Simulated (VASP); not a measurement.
Set up this calculation in VASP 6.6.1, as the native input.

```yaml
Task: single point
Functional: PBE
Potentials_or_basis: VASP PAW PBE potentials, release 64 (Ru_pv)
Cutoff: 520 eV
k_mesh: 20 × 20 × 20
Occupations: gaussian, width 0.15 eV
Spin: no spin polarisation
Dipole_correction: no
Further_INCAR_settings: ALGO = Fast; EDIFF = 1e-06; NBANDS = 13
```

The structure of Ru lies in POSCAR:

```
Ru
1.0
    0.0333389707      1.9217535246      1.9217535246
    1.9217535246      0.0333389707      1.9217535246
    1.9217535246      1.9217535246      0.0333389707
Ru
1
Direct
    0.0000000000      0.0000000000      0.0000000000
```

One way to write it, as run:

INCAR

```
SYSTEM = Ru
ALGO = Fast
EDIFF = 1E-6
ENCUT = 520
GGA = PE
ISIF = 2
ISMEAR = 0
LASPH = .True.
LCHARG = .False.
LREAL = .False.
LWAVE = .False.
NBANDS = 13
NELM = 100
PREC = Accurate
SIGMA = 0.15
```

KPOINTS

```
k-points
0
Gamma
  20 20 20
  0 0 0
```

Potentials or basis: VASP PAW PBE potentials, release 64 (Ru_pv).

The run is started by

```bash
$ cat potpaw_PBE.64/Ru_pv/POTCAR > POTCAR
$ mpirun -np 1 vasp_std > vasp.out
```

Results of the run:

The pressure is 0.4 GPa and the band gap on the k mesh is zero (band 7 reaches 14.62 eV, above the bottom of band 8 at 11.21 eV).

Run time: 61 s on 1 thread of Intel(R) Xeon(R) Platinum 8488C (Sapphire Rapids), on a shared host, peak memory 0.24 GiB.
